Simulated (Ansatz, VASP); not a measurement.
Two plane-wave programs on KTaO3

```
K Ta O
1.0
     4.25665    0.00000    0.00000
     0.00000    4.25665    0.00000
     0.00000    0.00000    3.77310
K Ta O
1 1 3
Direct
  0.50000 0.50000 0.50000
  0.00000 0.00000 0.00000
  0.50000 0.00000 0.00000
  0.00000 0.50000 0.00000
  0.00000 0.00000 0.50000
```

Alike in both runs: task single point; functional PBEsol; k mesh 8 × 8 × 8; occupations gaussian, width 0.05 eV; no spin polarisation.

|  | VASP | Ansatz |
| --- | --- | --- |
| version | VASP 6.6.1 | Ansatz 0.2.0 |
| potentials or method | VASP PAW PBE potentials, release 64 (K_sv, Ta_pv, O), cutoff 520 eV | scalar-relativistic, plane waves, PAW |
| valence electrons in the cell | 38 | 40 |

|  | VASP | Ansatz | Ansatz less VASP |
| --- | --- | --- | --- |
| gap on the k mesh at the Fermi level (eV) | 1.70 | 1.74 | +0.038 |
| least direct gap on the mesh (eV) | 2.26 | 2.30 | +0.042 |
| pressure (GPa) | -7.7 | -8.3 | -0.60 |
| traceless stress, the component that is largest in VASP (GPa) | 27.83 | 27.34 | -0.493 |

VASP's potentials were made for PBE, not for PBEsol. The functional is the same, so the differences come from potentials, cutoffs and numerics. VASP's potentials hold 38 valence electrons a cell and Ansatz's 40, so a difference there can come from the potentials and not from the codes.

Neither program's run includes spin-orbit coupling.
